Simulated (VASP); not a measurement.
# Bi (R-3m) in VASP: notebook

Bi is run at these levels: PBEsol; tasks: single point.

All numbers are computed with VASP 6.6.1; they aren't measurements. Logs are shortened: lines on timing, memory, paths and dates and some standing lists are left out, and cuts for length are marked.

**1. The cell of the first run**

It takes space group R-3m (No. 166, trigonal). The conventional cell has a = 4.520 Å, b = 4.520 Å, c = 11.779 Å, α = 90.00°, β = 90.00°, γ = 120.00°. Within 4.0 Å of Bi (site symmetry 3m) lie 6 Bi at 3.06 to 3.49 Å.

**2. Single point, PBEsol**

Contents of INCAR:

```
ALGO = Normal
EDIFF = 1E-6
ENCUT = 520
GGA = PS
ISIF = 2
ISMEAR = 0
LASPH = T
LCHARG = F
LREAL = F
LWAVE = F
NBANDS = 22
NELM = 60
PREC = Accurate
SIGMA = 0.1
```

Contents of KPOINTS:

```
k-points
0
Gamma
  6 6 6
```

Contents of POSCAR:

```
Bi
1.0
    2.2598384618      1.3047183443      3.9264830633
   -2.2598384618      1.3047183443      3.9264830633
    0.0000000000     -2.6094366885      3.9264830633
Bi
2
Direct
    0.2348691721      0.2348691721      0.2348691721
    0.7651308279      0.7651308279      0.7651308279
```

Potentials or basis: VASP PAW PBE potentials, release 64 (Bi_d).

Launch:

```bash
cat potpaw_PBE.64/Bi_d/POTCAR > POTCAR
mpirun -np 1 vasp_std > vasp.out
```

OUTCAR:

```text
EDIFF = 1E-6
   ENCUT = 520
   GGA = PS
   ISIF = 2
   ISMEAR = 0
   LASPH = T
   LREAL = F
   NELM = 60
   PREC = Accurate

 ion  position               nearest neighbor table
   1  0.235  0.235  0.235-   2 3.06   2 3.06   2 3.06   2 3.49   2 3.49   2 3.49
   2  0.765  0.765  0.765-   1 3.06   1 3.06   1 3.06   1 3.49   1 3.49   1 3.49

  LATTYP: Found a trigonal (rhomboedric) cell.
 ALAT       =     4.7144913912
 COS(alpha) =     0.5404687046

  Lattice vectors:

 A1 = (   2.2598384618,   1.3047183443,   3.9264830633)
 A2 = (  -2.2598384618,   1.3047183443,   3.9264830633)
 A3 = (   0.0000000000,  -2.6094366885,   3.9264830633)

Analysis of symmetry for initial positions (statically):
=====================================================================
 Subroutine PRICEL returns:
 Original cell was already a primitive cell.

 Routine SETGRP: Setting up the symmetry group for a
 trigonal (rhombohedral) supercell.

 Subroutine GETGRP returns: Found 12 space group operations
 (whereof 12 operations were pure point group operations)
 out of a pool of 12 trial point group operations.

The static configuration has the point symmetry D_3d.

Analysis of symmetry for dynamics (positions and initial velocities):
=====================================================================
 Subroutine PRICEL returns:
 Original cell was already a primitive cell.

 Routine SETGRP: Setting up the symmetry group for a
 trigonal (rhombohedral) supercell.

 Subroutine GETGRP returns: Found 12 space group operations
 (whereof 12 operations were pure point group operations)
 out of a pool of 12 trial point group operations.

The dynamic configuration has the point symmetry D_3d.

 Subroutine INISYM returns: Found 12 space group operations
 (whereof 12 operations are pure point group operations),
 and found     1 'primitive' translations

----------------------------------------------------------------------------------------

                                     Primitive cell

  volume of cell :      69.4623

  direct lattice vectors                    reciprocal lattice vectors
     2.259838462  1.304718344  3.926483063     0.221254753  0.127741491  0.084893613
[... 78 lines left out ...]
   ISTART =      0    job   : 0-new  1-cont  2-samecut
   ICHARG =      2    charge: 1-file 2-atom 10-const
   ISPIN  =      1    spin polarized calculation?
   LNONCOLLINEAR =      F non collinear calculations
   LSORBIT =      F    spin-orbit coupling
   LASPH  =      T    aspherical Exc in radial PAW
   ENCUT  =  520.0 eV  38.22 Ry    6.18 a.u.   8.77  8.77  8.77*2*pi/ulx,y,z
   NELM   =     60;   NELMIN=  2; NELMDL= -5     # of ELM steps
   EDIFF  = 0.1E-05   stopping-criterion for ELM
   LREAL  =      F    real-space projection
   EDIFFG = 0.1E-04   stopping-criterion for IOM
   NSW    =      0    number of steps for IOM
   IBRION =     -1    ionic relax: 0-MD 1-quasi-New 2-CG
   NFREE  =      0    steps in history (QN), initial steepest desc. (CG)
   ISIF   =      2    stress and relaxation
   ISYM   =      2    0-nonsym 1-usesym 2-fastsym
   POTIM  = 0.5000    time-step for ionic-motion
   TEBEG  =    0.0;   TEEND  =   0.0 temperature during run
   PSTRESS=    0.0 pullay stress
   NELECT =      30.0000    total number of electrons
   NUPDOWN=      -1.0000    fix difference up-down
   EMIN   =  10.00;   EMAX   =-10.00  energy-range for DOS
   EFERMI =   0.00;   METHOD = LEGACY
   ISMEAR =     0;   SIGMA  =   0.10  broadening in eV -4-tet -1-fermi 0-gaus
   EFERMI_NEDOS =   21; number of points for ismear=-14 and -15
   IALGO  =     38    algorithm
   IMIX   =      4    mixing-type and parameters
     AMIX     =   0.40;   BMIX     =  1.00
     AMIX_MAG =   1.60;   BMIX_MAG =  1.00
  volume/ion in A,a.u.               =      34.73       234.38
  Fermi-wavevector in a.u.,A,eV,Ry     =   1.237463  2.338466 20.834799  1.531315
  Thomas-Fermi vector in A             =   2.372029
   LORBIT       =      0    0 simple, 1 ext, 2 COOP (PROOUT), +10 PAW based schemes
   GGA     = PS    functional components
   LHFCALC =     F    Hartree Fock is set to
   AEXX    =    0.0000 exact exchange contribution
   IVDW    =     0    specifies the selected vdW correction
   LEPSILON=     F    determine dielectric tensor
   LRPA    =     F    only Hartree local field effects (RPA)
 non-spin polarized calculation
 Gauss-broadening in eV      SIGMA  =   0.10
  energy-cutoff  :      520.00
  volume of cell :       69.46
 maximum number of plane-waves:      1899
   NGX = 17   NGY = 17   NGZ = 17

 number of electron      30.0000002 magnetization

 Free energy of the ion-electron system (eV)
  ---------------------------------------------------
  ext. energy  EPLUGINS =         0.00000000
  ---------------------------------------------------
  free energy    TOTEN  =        -8.62591226 eV

  energy without entropy =       -8.62355398  energy(sigma->0) =       -8.62473312

 E-fermi :   6.2450     XC(G=0):  -9.7628

 val. band max:        6.2219353720   @ k =  -0.3333   0.5000   0.3333
 cond. band min:       6.7676487160   @ k =   0.5000  -0.0000   0.0000
 fundamental gap:      0.5457133439
 Fermi energy:         6.2449514338

 k-point     1 :       0.0000    0.0000    0.0000
  band No.  band energies     occupation
      1     -16.5579      2.00000
      2     -16.5579      2.00000
      3     -16.4005      2.00000
      4     -16.4005      2.00000
      5     -16.3869      2.00000
      6     -16.2090      2.00000
[... 589 lines left out ...]
     21      16.3317      0.00000
     22      16.6593      0.00000

 [... further k-points ...]

------------------------ aborting loop because EDIFF is reached ----------------------------------------

  FORCE on cell =-STRESS in cart. coord.  units (eV):
  Direction    XX          YY          ZZ          XY          YZ          ZX
  --------------------------------------------------------------------------------------
  -------------------------------------------------------------------------------------
  Total       -0.0341260     -0.0341260     -0.0367722      0.0000000     -0.0000000      0.0000000
  in kB       -0.7871312     -0.7871312     -0.8481662      0.0000000     -0.0000000      0.0000000
  external PRESSURE =      -0.8074762 kB  Pullay stress =       0.0000000 kB

 VOLUME and BASIS-vectors are now :
 -----------------------------------------------------------------------------
  energy-cutoff  :      520.00
  volume of cell :       69.46
      direct lattice vectors                 reciprocal lattice vectors
     2.259838462  1.304718344  3.926483063     0.221254753  0.127741491  0.084893613
    -2.259838462  1.304718344  3.926483063    -0.221254753  0.127741491  0.084893613
     0.000000000 -2.609436689  3.926483063     0.000000000 -0.255482982  0.084893613

 POSITION                                       TOTAL-FORCE (eV/Angst)
 -----------------------------------------------------------------------------------
      0.00000      0.00000      2.76663         0.000000      0.000000      0.003756
      0.00000      0.00000      9.01282         0.000000     -0.000000     -0.003756
 -----------------------------------------------------------------------------------
    total drift:                                0.000000     -0.000000      0.000000

  FREE ENERGIE OF THE ION-ELECTRON SYSTEM (eV)
  ---------------------------------------------------
  free  energy   TOTEN  =        -8.6259122627 eV

  energy  without entropy=       -8.6235539776  energy(sigma->0) =       -8.62473312
```

OSZICAR:

```text
N       E                     dE             d eps       ncg     rms          rms(c)
DAV:   1     0.306976797933E+03    0.30698E+03   -0.16345E+04  1408   0.166E+03
DAV:   2     0.175119520317E+02   -0.28946E+03   -0.28191E+03  1432   0.441E+02
DAV:   3    -0.774559400262E+01   -0.25258E+02   -0.24991E+02  1702   0.143E+02
DAV:   4    -0.860591905361E+01   -0.86033E+00   -0.86004E+00  1742   0.288E+01
DAV:   5    -0.864328501901E+01   -0.37366E-01   -0.37365E-01  2042   0.541E+00    0.107E+00
DAV:   6    -0.863088274712E+01    0.12402E-01   -0.20998E-02  1806   0.160E+00    0.626E-01
DAV:   7    -0.862592162796E+01    0.49611E-02   -0.14402E-02  1818   0.134E+00    0.119E-01
DAV:   8    -0.862590429132E+01    0.17337E-04   -0.17485E-03  1642   0.492E-01    0.180E-02
DAV:   9    -0.862591322262E+01   -0.89313E-05   -0.78480E-05  2098   0.727E-02    0.966E-03
DAV:  10    -0.862591226271E+01    0.95990E-06   -0.37047E-06  1404   0.148E-02
   1 F= -.86259123E+01 E0= -.86247331E+01  d E =-.235829E-02
```

stdout:

```text
POSCAR found type information on POSCAR Bi
 POSCAR found :  1 types and       2 ions
 scaLAPACK will be used
 -----------------------------------------------------------------------------
|                                                                             |
|                                                                             |
|     You enforced a specific xc type in the INCAR file but a different       |
|     I HOPE YOU KNOW WHAT YOU ARE DOING!                                     |
|                                                                             |
 -----------------------------------------------------------------------------

 LDA part: xc-table for (Slater+PW92), standard interpolation
 POSCAR, INCAR and KPOINTS ok, starting setup
 FFT: planning ... GRIDC
 FFT: planning ... GRID_SOFT
 FFT: planning ... GRID
 WAVECAR not read
 entering main loop
```

Run time: 45 s. Hardware: 1 thread of Intel Xeon Platinum 8259CL at 2.50GHz (Skylake/Cascade Lake), shared host; peak memory 0.21 GiB.

What came out:

| Quantity | Value |
| --- | --- |
| Free energy | -8.6259 eV |
| Pressure | -0.1 GPa |
| Largest force | 0.004 eV/Å |
| Band gap on the k mesh | zero (band 15 reaches 6.22 eV, above the bottom of band 16 at 6.04 eV) |

Forces in eV/Å, atoms in the order of the input:
```
Bi   0.000  0.000  0.004
Bi   0.000  0.000 -0.004
```

Caveat: the PAW data sets were made with another functional, which shifts forces and pressure a little; spin-orbit coupling is left out, which moves the levels of the heavy elements.

**3. Single point, PBEsol**

This run uses another cell than the first one, of 35.88 Å³/atom, 1.033 times its volume.

Contents of INCAR:

```
SYSTEM = Bi
ALGO     = Normal         ! electronic algorithm
EDIFF    = 1E-7           ! SCF threshold, eV
ENCUT    = 520            ! plane-wave cutoff, eV
GGA      = PS             ! functional
ISIF     = 2              ! what is computed and relaxed
ISMEAR   = 0              ! smearing method
LASPH    = .TRUE.         ! aspherical terms in the spheres
LCHARG   = .FALSE.        ! write CHGCAR
LREAL    = .FALSE.        ! projectors in reciprocal space
LWAVE    = .FALSE.        ! write WAVECAR
NBANDS   = 22             ! bands
NELM     = 100            ! most SCF steps
PREC     = Accurate       ! precision mode
SIGMA    = 0.1            ! smearing width, eV
```

Contents of KPOINTS:

```
k-points
0
G
  6 6 6
  0 0 0
```

Contents of POSCAR:

```
Bi
1.0
    2.2354450467      1.2906347995      4.1453648247
   -2.2354450467      1.2906347995      4.1453648247
    0.0000000000     -2.5812695989      4.1453648247
Bi
2
Direct
    0.2275400000      0.2275400000      0.2275400000
    0.7724600000      0.7724600000      0.7724600000
```

Potentials or basis: VASP PAW PBE potentials, release 64 (Bi_d).

Launch:

```bash
cat potpaw_PBE.64/Bi_d/POTCAR > POTCAR
mpirun -np 1 vasp_std > vasp.out
```

Wall time 51 s (1 thread of Intel Xeon Platinum 8259CL at 2.50GHz (Skylake/Cascade Lake), shared host); peak memory 0.21 GiB.

It converged, with:

| Item | Value |
| --- | --- |
| Free energy | -8.5626 eV |
| Pressure | 0.9 GPa |
| Largest force | 0.687 eV/Å |
| Band gap on the k mesh | zero (band 15 reaches 5.86 eV, above the bottom of band 16 at 5.78 eV) |

Forces in eV/Å, atoms in the order of the input:
```
Bi   0.000  0.000  0.687
Bi   0.000  0.000 -0.687
```

Stress tensor (GPa, compression positive):
```
1.27 0.00 0.00
0.00 1.27 0.00
0.00 0.00 0.16
```

Levels at points of the mesh, in eV from the Fermi level:
```
           k point  band 12  band 13  band 14  band 15  band 16  band 17  band 18  band 19
(0.00, 0.00, 0.00)    -7.40    -1.51    -1.03    -1.03     1.98     2.91     2.91     5.92
(0.50, 0.00, 0.00)   -10.30    -1.82    -1.50    -0.27    -0.12     0.86     1.69     6.93
(0.50, 0.50, 0.00)    -9.50    -4.42    -2.86    -2.70     2.11     4.94     5.80     6.59
(0.50, 0.50, 0.50)    -9.40    -0.96    -0.62    -0.62     1.23     1.23     1.33     6.39
```

Caveat: the PAW data sets were made with another functional, which shifts forces and pressure a little; spin-orbit coupling is left out, which moves the levels of the heavy elements.
